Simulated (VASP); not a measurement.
A run of VASP 6.6.1 is set up as follows.

The input INCAR:

```
ALGO = Normal ; EDIFF = 1E-6
ENCUT = 520 ; GGA = PE
ISIF = 2 ; ISMEAR = -1
LASPH = True ; LCHARG = False
LREAL = False ; LWAVE = False
NBANDS = 15 ; NELM = 80
PREC = Accurate ; SIGMA = 0.05
```

The input KPOINTS:

```
k-points
0
Gamma
  11 11 9
```

The input POSCAR:

```
HfB2
1.0
    3.0776174983      0.0000000000      0.0000000000
   -1.5388087492      2.6652949367      0.0000000000
    0.0000000000      0.0000000000      3.3947301696
Hf B
1 2
Direct
    0.0000000000      0.0000000000      0.0000000000
    0.3333333333      0.6666666667      0.5000000000
    0.6666666667      0.3333333333      0.5000000000
```

Potentials or basis: VASP PAW PBE potentials, release 64 (Hf_pv, B).

Command:

```sh
$ cat potpaw_PBE.64/Hf_pv/POTCAR potpaw_PBE.64/B/POTCAR > POTCAR
$ mpirun -np 1 vasp_std > vasp.out
```

Task: Estimate the band gap on the k mesh.

Result: Zero (band 8 reaches 8.99 eV, above the bottom of band 9 at 7.64 eV).

Task: Predict the pressure.

Result: 19.9 GPa.

Stress tensor (GPa, compression positive):
```
19.67  0.00  0.00
 0.00 19.67  0.00
 0.00  0.00 20.21
```

Caveat: spin-orbit coupling is left out, which moves the levels of the heavy elements.
